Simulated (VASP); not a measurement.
The system is Rh.

```
Rh
1.0
     0.00000    1.92282    1.92282
     1.92282    0.00000    1.92282
     1.92282    1.92282    0.00000
Rh
1
Direct
  0.00000 0.00000 0.00000
```

Base run:

| Quantity | Value |
| --- | --- |
| Program | VASP 6.6.1 |
| Functional | r2SCAN |
| Potentials or basis | VASP PAW PBE potentials, release 64 (Rh_pv) |
| Cutoff | 520 eV |
| k mesh | 12 × 12 × 12 |
| Occupations | fermi-dirac, width 0.05 eV |
| Spin | no spin polarisation |

Its results: pressure -8.4 GPa.

Question: After a change of settings the same cell gave: pressure -10.9 GPa. Which change was it?
A. functional from r2SCAN to revPBE; further incar settings from ALGO = Normal; EDIFF = 1e-06; NBANDS = 14 to ALGO = Normal; EDIFF = 1e-07; NBANDS = 14
B. functional from r2SCAN to LDA; potentials or basis from VASP PAW PBE potentials, release 64 (Rh_pv) to VASP PAW LDA potentials, release 64 (Rh_sv_GW); cutoff from 520 eV to 530 eV; valence electrons from 15 to 17
C. functional from r2SCAN to LDA; potentials or basis from VASP PAW PBE potentials, release 64 (Rh_pv) to VASP PAW LDA potentials, release 64 (Rh_pv)
D. potentials or basis from VASP PAW PBE potentials, release 64 (Rh_pv) to VASP PAW PBE potentials, release 64 (Rh_sv_GW); cutoff from 520 eV to 580 eV; valence electrons from 15 to 17

Answer: D.

Caveats: the PAW data sets were made with another functional, which shifts forces and pressure a little.
